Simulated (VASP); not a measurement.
Input of a VASP 6.6.1 run:

Contents of INCAR:

```
ALGO = Normal
EDIFF = 1E-6
ENCUT = 500
GGA = PE
GGA_COMPAT = F
ISIF = 2
ISMEAR = 0
IVDW = 12
LASPH = T
LCHARG = F
LREAL = F
LWAVE = F
NBANDS = 20
NELM = 120
PREC = Accurate
SIGMA = 0.03
```

The input KPOINTS:

```
k-points
0
Gamma
  12 12 6
```

File POSCAR:

```
SnSe2
1.0
    3.9360000000      0.0000000000      0.0000000000
   -1.9680000000      3.4086759893      0.0000000000
    0.0000000000      0.0000000000      7.3081000000
Sn Se
1 2
Direct
    0.0000000000      0.0000000000      0.0000000000
    0.3333333333      0.6666666667      0.2651331237
    0.6666666667      0.3333333333      0.7348668763
```

Potentials or basis: VASP PAW PBE potentials, release 64 (Sn_d, Se).

Launch:

```console
$ cat potpaw_PBE.64/Sn_d/POTCAR potpaw_PBE.64/Se/POTCAR > POTCAR
$ mpirun -np 1 vasp_std > vasp.out
```

Problem. Predict the dispersion energy per atom.

Solution. -0.282 eV.

Problem. What does it give for the pressure?

Solution. -8.6 GPa.

Problem. Predict the largest force.

Solution. 1.951 eV/Å.

Problem. What does it give for the band gap on the k mesh?

Solution. Zero (bands 13 and 14 overlap by 0.49 eV).

Stress tensor (GPa, compression positive):
```
 -5.65   0.00   0.00
  0.00  -5.65   0.00
  0.00   0.00 -14.40
```

Caveat: the stress differs along the axes, from -14 to -6 GPa; semilocal functionals underestimate gaps, and a narrow one can read as zero; spin-orbit coupling is left out, which moves the levels of the heavy elements; forces of over 1 eV/Å act on the atoms, so gaps and moduli don't describe the material at rest.
